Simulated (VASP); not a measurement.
Here is a VASP 6.6.1 calculation.

The input INCAR:

```
SYSTEM = GaP
PREC = Accurate
ENCUT = 520
EDIFF = 1E-6
ISMEAR = -1
SIGMA = 0.02
LREAL = .FALSE.
LASPH = .TRUE.
NELM = 60
ALGO = Normal
ISIF = 2
LWAVE = .FALSE.
LCHARG = .FALSE.
GGA = PE
IBRION = 2
NSW = 80
EDIFFG = -0.02
```

The input KPOINTS:

```
regular mesh
0
G
  14 14 14
  0 0 0
```

Contents of POSCAR:

```
GaP
1.0
    0.0000000000      2.7252500000      2.7252500000
    2.7252500000      0.0000000000      2.7252500000
    2.7252500000      2.7252500000      0.0000000000
Ga P
1 1
Direct
    0.0000000000      0.0000000000      0.0000000000
    0.2500000000      0.2500000000      0.2500000000
```

Potentials or basis: VASP PAW PBE potentials, release 64 (Ga_d, P).

Command:

```sh
$ cat potpaw_PBE.64/Ga_d/POTCAR potpaw_PBE.64/P/POTCAR > POTCAR
$ mpirun -np 1 vasp_std > vasp.out
```

**Question.** What does it give for the band gap on the k mesh?

**Answer.** 1.59 eV, indirect (least direct gap 1.83 eV).

Final structure:
```
Ga P
1.0
     0.00000    2.72525    2.72525
     2.72525    0.00000    2.72525
     2.72525    2.72525    0.00000
Ga P
1 1
Direct
  0.00000 0.00000 0.00000
  0.25000 0.25000 0.25000
```

Caveat: the relaxation stopped at its first step, so nothing moved. A hybrid or GW would open this gap; PBE tends to underestimate it.
